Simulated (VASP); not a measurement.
# SnTe in VASP: a series of runs, part 2 of 3

VASP 6.6.1. Earlier steps stand in the parts before.

### 3 Single point, PBE (strain +0.080 along x and y, +0.080 along z)

Input file INCAR:

```
SYSTEM = SnTe
ALGO     = Normal         ! electronic algorithm
EDIFF    = 1E-6           ! SCF threshold, eV
ENCUT    = 520            ! plane-wave cutoff, eV
GGA      = PE             ! functional
ISIF     = 2              ! what is computed and relaxed
ISMEAR   = 0              ! smearing method
LASPH    = .TRUE.         ! aspherical terms in the spheres
LCHARG   = .TRUE.         ! write CHGCAR
LELF     = .TRUE.         ! ELF
LREAL    = .FALSE.        ! projectors in reciprocal space
LVHAR    = .TRUE.       
LWAVE    = .FALSE.        ! write WAVECAR
NBANDS   = 17             ! bands
NELM     = 80             ! most SCF steps
PREC     = Accurate       ! precision mode
SIGMA    = 0.03           ! smearing width, eV
```

Input file KPOINTS:

```
k-points
0
G
  10 10 10
  0 0 0
```

Input file POSCAR:

```
SnTe
1.0
    0.0000000000      3.4090200000      3.4090200000
    3.4090200000      0.0000000000      3.4090200000
    3.4090200000      3.4090200000      0.0000000000
Sn Te
1 1
Direct
    0.0000000000      0.0000000000      0.0000000000
    0.5000000000      0.5000000000      0.5000000000
```

Potentials or basis: VASP PAW PBE potentials, release 64 (Sn_d, Te).

Command:

```
cat potpaw_PBE.64/Sn_d/POTCAR potpaw_PBE.64/Te/POTCAR > POTCAR
mpirun -np 1 vasp_std > vasp.out
```

OUTCAR:

```text
SYSTEM = SnTe
   EDIFF = 1E-6
   ENCUT = 520
   GGA = PE
   ISIF = 2
   ISMEAR = 0
   LASPH = .TRUE.
   LREAL = .FALSE.
   NELM = 80
   PREC = Accurate

 ion  position               nearest neighbor table
   1  0.000  0.000  0.000-   2 3.41   2 3.41   2 3.41   2 3.41   2 3.41   2 3.41
   2  0.500  0.500  0.500-   1 3.41   1 3.41   1 3.41   1 3.41   1 3.41   1 3.41

  LATTYP: Found a face centered cubic cell.
 ALAT       =     6.8180400000

  Lattice vectors:

 A1 = (   0.0000000000,   3.4090200000,   3.4090200000)
 A2 = (   3.4090200000,   0.0000000000,   3.4090200000)
 A3 = (   3.4090200000,   3.4090200000,   0.0000000000)

Analysis of symmetry for initial positions (statically):
=====================================================================
 Subroutine PRICEL returns:
 Original cell was already a primitive cell.

 Routine SETGRP: Setting up the symmetry group for a
 face centered cubic supercell.

 Subroutine GETGRP returns: Found 48 space group operations
 (whereof 48 operations were pure point group operations)
 out of a pool of 48 trial point group operations.

The static configuration has the point symmetry O_h .

Analysis of symmetry for dynamics (positions and initial velocities):
=====================================================================
 Subroutine PRICEL returns:
 Original cell was already a primitive cell.

 Routine SETGRP: Setting up the symmetry group for a
 face centered cubic supercell.

 Subroutine GETGRP returns: Found 48 space group operations
 (whereof 48 operations were pure point group operations)
 out of a pool of 48 trial point group operations.

The dynamic configuration has the point symmetry O_h .

 Subroutine INISYM returns: Found 48 space group operations
 (whereof 48 operations are pure point group operations),
 and found     1 'primitive' translations

----------------------------------------------------------------------------------------

                                     Primitive cell

  volume of cell :      79.2353

  direct lattice vectors                    reciprocal lattice vectors
     0.000000000  3.409020000  3.409020000    -0.146669717  0.146669717  0.146669717
     3.409020000  0.000000000  3.409020000     0.146669717 -0.146669717  0.146669717
     3.409020000  3.409020000  0.000000000     0.146669717  0.146669717 -0.146669717

  length of vectors
     4.821082318  4.821082318  4.821082318     0.254039402  0.254039402  0.254039402

  position of ions in fractional coordinates (direct lattice)
     0.000000000  0.000000000  0.000000000
     0.500000000  0.500000000  0.500000000

  ion indices of the primitive-cell ions
   primitive index   ion index
                 1           1
                 2           2

----------------------------------------------------------------------------------------

 KPOINTS: k-points

Automatic generation of k-mesh.
 Grid dimensions read from file:
 generate k-points for:   10   10   10

 Generating k-lattice:

  Cartesian coordinates                     Fractional coordinates (reciprocal lattice)
    -0.014666972  0.014666972  0.014666972     0.100000000  0.000000000  0.000000000
     0.014666972 -0.014666972  0.014666972     0.000000000  0.100000000  0.000000000
     0.014666972  0.014666972 -0.014666972     0.000000000  0.000000000  0.100000000

  Length of vectors
     0.025403940  0.025403940  0.025403940

  Shift w.r.t. Gamma in fractional coordinates (k-lattice)
     0.000000000  0.000000000  0.000000000

 Subroutine IBZKPT returns following result:
 ===========================================

 Found     47 irreducible k-points:

 Following reciprocal coordinates:
            Coordinates               Weight
  0.000000  0.000000  0.000000      1.000000
  0.100000  0.000000  0.000000      8.000000
  0.200000  0.000000  0.000000      8.000000
  0.300000  0.000000  0.000000      8.000000
  0.400000  0.000000  0.000000      8.000000
  0.500000  0.000000  0.000000      4.000000
[... 16 lines left out ...]
  0.300000  0.300000  0.000000      6.000000
  0.400000  0.300000  0.000000     24.000000
 [... further k-points ...]
   k-points           NKPTS =     47   k-points in BZ     NKDIM =     47   number of bands    NBANDS=     17
   number of dos      NEDOS =    301   number of ions     NIONS =      2
   total plane-waves  NPLWV =  46656
   dimension x,y,z NGX =    36 NGY =   36 NGZ =   36
   dimension x,y,z NGXF=    72 NGYF=   72 NGZF=   72
   ions per type =               1   1
   NGX,Y,Z   is equivalent  to a cutoff of  12.41, 12.41, 12.41 a.u.
   NGXF,Y,Z  is equivalent  to a cutoff of  24.83, 24.83, 24.83 a.u.
 SYSTEM =  SnTe
   PREC   = accura    normal or accurate (medium, high low for compatibility)
   ISTART =      0    job   : 0-new  1-cont  2-samecut
   ICHARG =      2    charge: 1-file 2-atom 10-const
   ISPIN  =      1    spin polarized calculation?
   LNONCOLLINEAR =      F non collinear calculations
   LSORBIT =      F    spin-orbit coupling
   LASPH  =      T    aspherical Exc in radial PAW
   ENCUT  =  520.0 eV  38.22 Ry    6.18 a.u.   8.96  8.96  8.96*2*pi/ulx,y,z
   NELM   =     80;   NELMIN=  2; NELMDL= -5     # of ELM steps
   EDIFF  = 0.1E-05   stopping-criterion for ELM
   LREAL  =      F    real-space projection
   EDIFFG = 0.1E-04   stopping-criterion for IOM
   NSW    =      0    number of steps for IOM
   IBRION =     -1    ionic relax: 0-MD 1-quasi-New 2-CG
   NFREE  =      0    steps in history (QN), initial steepest desc. (CG)
   ISIF   =      2    stress and relaxation
   ISYM   =      2    0-nonsym 1-usesym 2-fastsym
   POTIM  = 0.5000    time-step for ionic-motion
   TEBEG  =    0.0;   TEEND  =   0.0 temperature during run
   PSTRESS=    0.0 pullay stress
   NELECT =      20.0000    total number of electrons
   NUPDOWN=      -1.0000    fix difference up-down
   EMIN   =  10.00;   EMAX   =-10.00  energy-range for DOS
   EFERMI =   0.00;   METHOD = LEGACY
   ISMEAR =     0;   SIGMA  =   0.03  broadening in eV -4-tet -1-fermi 0-gaus
   EFERMI_NEDOS =   21; number of points for ismear=-14 and -15
   IALGO  =     38    algorithm
   IMIX   =      4    mixing-type and parameters
     AMIX     =   0.40;   BMIX     =  1.00
     AMIX_MAG =   1.60;   BMIX_MAG =  1.00
  volume/ion in A,a.u.               =      39.62       267.35
  Fermi-wavevector in a.u.,A,eV,Ry     =   1.034615  1.955138 14.564049  1.070427
  Thomas-Fermi vector in A             =   2.168918
   LORBIT       =      0    0 simple, 1 ext, 2 COOP (PROOUT), +10 PAW based schemes
   GGA     = PE    functional components
   LHFCALC =     F    Hartree Fock is set to
   AEXX    =    0.0000 exact exchange contribution
   IVDW    =     0    specifies the selected vdW correction
   LEPSILON=     F    determine dielectric tensor
   LRPA    =     F    only Hartree local field effects (RPA)
 non-spin polarized calculation
 Gauss-broadening in eV      SIGMA  =   0.03
  energy-cutoff  :      520.00
  volume of cell :       79.24
 maximum number of plane-waves:      2162
   NGX = 17   NGY = 17   NGZ = 17

 number of electron      19.9999998 magnetization

 Free energy of the ion-electron system (eV)
  ---------------------------------------------------
  ext. energy  EPLUGINS =         0.00000000
  ---------------------------------------------------
  free energy    TOTEN  =        -7.31913163 eV

  energy without entropy =       -7.31913163  energy(sigma->0) =       -7.31913163

 E-fermi :   4.1173     XC(G=0):  -8.4723

 val. band max:        3.9848177181   @ k =   0.5000   0.0000   0.0000
 cond. band min:       4.4540524857   @ k =   0.5000   0.0000   0.0000
 fundamental gap:      0.4692347676
 Fermi energy:         4.1173448434

 k-point     1 :       0.0000    0.0000    0.0000
  band No.  band energies     occupation
      1     -17.6177      2.00000
      2     -17.6177      2.00000
      3     -17.6177      2.00000
      4     -17.6142      2.00000
      5     -17.6142      2.00000
      6      -6.9836      2.00000
[... 9 lines left out ...]
     16       9.4497      0.00000
     17      11.0501      0.00000

 k-point     2 :       0.1000    0.0000    0.0000
  band No.  band energies     occupation
      1     -17.6176      2.00000
      2     -17.6175      2.00000
      3     -17.6175      2.00000
      4     -17.6143      2.00000
      5     -17.6143      2.00000
      6      -6.9275      2.00000
[... 9 lines left out ...]
     16       9.6167      0.00000
     17      11.5044      0.00000
[... 421 lines left out ...]
 k-point    24 :       0.4000    0.3000    0.0000
  band No.  band energies     occupation
      1     -17.6184      2.00000
      2     -17.6174      2.00000
      3     -17.6150      2.00000
      4     -17.6150      2.00000
      5     -17.6131      2.00000
      6      -6.2740      2.00000
[... 9 lines left out ...]
     16      12.6760      0.00000
     17      13.4617      0.00000

 [... further k-points ...]
[... 5 lines left out ...]
  --------------------------------------------------------------------------------------
  -------------------------------------------------------------------------------------
  Total       -2.4819040     -2.4819040     -2.4819040      0.0000000     -0.0000000      0.0000000
  in kB      -50.1853450    -50.1853450    -50.1853450      0.0000000     -0.0000000      0.0000000
  external PRESSURE =     -50.1853450 kB  Pullay stress =       0.0000000 kB

 VOLUME and BASIS-vectors are now :
 -----------------------------------------------------------------------------
  energy-cutoff  :      520.00
  volume of cell :       79.24
      direct lattice vectors                 reciprocal lattice vectors
     0.000000000  3.409020000  3.409020000    -0.146669717  0.146669717  0.146669717
     3.409020000  0.000000000  3.409020000     0.146669717 -0.146669717  0.146669717
     3.409020000  3.409020000  0.000000000     0.146669717  0.146669717 -0.146669717

 POSITION                                       TOTAL-FORCE (eV/Angst)
 -----------------------------------------------------------------------------------
      0.00000      0.00000      0.00000         0.000000      0.000000      0.000000
      3.40902      3.40902      3.40902        -0.000000     -0.000000     -0.000000
 -----------------------------------------------------------------------------------
    total drift:                               -0.000000      0.000000      0.000000

  FREE ENERGIE OF THE ION-ELECTRON SYSTEM (eV)
  ---------------------------------------------------
  free  energy   TOTEN  =        -7.3191316300 eV

  energy  without entropy=       -7.3191316300  energy(sigma->0) =       -7.31913163
```

It took 87 s on 1 thread of AMD EPYC 7R43 (Zen 3), shared host; peak memory 0.2 GiB.

Results:

| Item | Value |
| --- | --- |
| Free energy | -7.3191 eV |
| Pressure | -5.0 GPa |
| Band gap on the k mesh | 0.47 eV, direct |

Caveat: the cell differs from its parent crystal (strain +0.080 along x and y, +0.080 along z); spin-orbit coupling is left out, which moves the levels of the heavy elements. A k mesh can miss the band edges.

(Continued in part 3 of 3.)
